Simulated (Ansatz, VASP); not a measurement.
# One calculation of LiPb2, two programs

```xyz
3
Lattice="3.5330 0.0000 0.0000 -1.7665 3.0597 0.0000 0.0000 0.0000 7.6146" Properties=species:S:1:pos:R:3 pbc="T T T"
Li    0.0000    0.0000    3.8073
Pb    0.0000    2.0398    6.1992
Pb    1.7665    1.0199    1.4153
```

Alike in both runs: functional PBE; k mesh 6 × 6 × 2; occupations gaussian, width 0.1 eV; no spin polarisation.

Ansatz relaxed the structure, and its values are those at the end. VASP's run is a single point on that final structure, the one shown.

|  | VASP | Ansatz |
| --- | --- | --- |
| version | VASP 6.6.1 | Ansatz 0.2.0 |
| potentials or method | VASP PAW PBE potentials, release 64 (Li_sv, Pb_d), cutoff 520 eV | scalar-relativistic, plane waves, PAW |
| valence electrons in the cell | 31 | 31 |

VASP gave:

* gap on the k mesh at the Fermi level (eV): none
* rms of the force components (eV/Å): 0.004

**Question.** Estimate Ansatz's values.

**Answer.** gap on the k mesh at the Fermi level (eV): none; rms of the force components (eV/Å): 0.003.

A gap of «none» marks a metal or a gap that the smearing closes. The functional is the same, so the differences come from potentials, cutoffs and numerics.

The k mesh is coarse, so the values compare programs but aren't converged. Neither program's run includes spin-orbit coupling. Noted on VASP's run: the cutoff is short for stress, so the pressure is rough.
